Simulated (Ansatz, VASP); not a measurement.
## GaP in VASP and in Ansatz

```
Ga P
1.0
     0.00000    2.79847    2.79847
     2.79847    0.00000    2.79847
     2.79847    2.79847    0.00000
Ga P
1 1
Direct
  0.00000 0.00000 0.00000
  0.25000 0.25000 0.25000
```

Alike in both runs: task single point; functional PBEsol; k mesh 8 × 8 × 8; occupations gaussian, width 0.02 eV; no spin polarisation.

|  | VASP | Ansatz |
| --- | --- | --- |
| version | VASP 6.6.1 | Ansatz 0.2.0 |
| potentials or method | VASP PAW PBE potentials, release 64 (Ga_d, P), cutoff 500 eV | scalar-relativistic, plane waves, PAW |
| valence electrons in the cell | 18 | 18 |

```csv
,VASP,Ansatz,Ansatz less VASP
gap on the k mesh at the Fermi level (eV),1.11,1.11,-0.004
least direct gap on the mesh (eV),1.11,1.11,-0.004
pressure (GPa),-6.1,-6.0,+0.06
```

VASP's potentials were made for PBE, not for PBEsol.
